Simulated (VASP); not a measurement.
Runs of VASP 6.6.1 on Ba. The structure is that of space group Fm-3m (No. 225), or close to it. The cells are those of the table. This isn't the form of Ba at room conditions, which is bcc.

```tsv
task	spin	cell	k mesh	cutoff (eV)	gap on the mesh (eV)	pressure (GPa)
single point	off	a = 4.290 Å, angles 60.0°, 1 atom	10 × 10 × 10	520	none	-0.3
single point	off	a = 4.177 Å, angles 60.0°, 1 atom	10 × 10 × 10	520	none	0.5
single point	off	a = 4.398 Å, angles 60.0°, 1 atom	10 × 10 × 10	520	none	-0.8
single point	off	a = 4.119 Å, angles 60.0°, 1 atom	10 × 10 × 10	520	none	(a)
single point	off	a = 4.058 Å, angles 60.0°, 1 atom	10 × 10 × 10	520	none	1.5
single point	off	a = 4.345 Å, angles 60.0°, 1 atom	10 × 10 × 10	520	none	(b)
relaxation of cell and atoms	off	relaxed from a = 4.454 Å, angles 60.0°, 1 atom	9 × 9 × 9	600	none	0.0
single point	non-collinear, zero start, SOC	a = 4.235 Å, angles 60.0°, 1 atom	9 × 9 × 9	520	-	0.0
```

Alike in all rows: level LDA; potentials or basis VASP PAW LDA potentials, release 64 (Ba_sv); smearing fermi-dirac 0.1 eV.

Question: Estimate the missing entries.

Answer: (a) 1.0; (b) -0.6.

Caveats: spin-orbit coupling is left out, which moves the levels of the heavy elements (at least some runs).

A k mesh can miss the band edges, and rows without SOC leave out spin-orbit coupling on Ba.

A gap of «none» marks levels without a gap at the run's occupations.
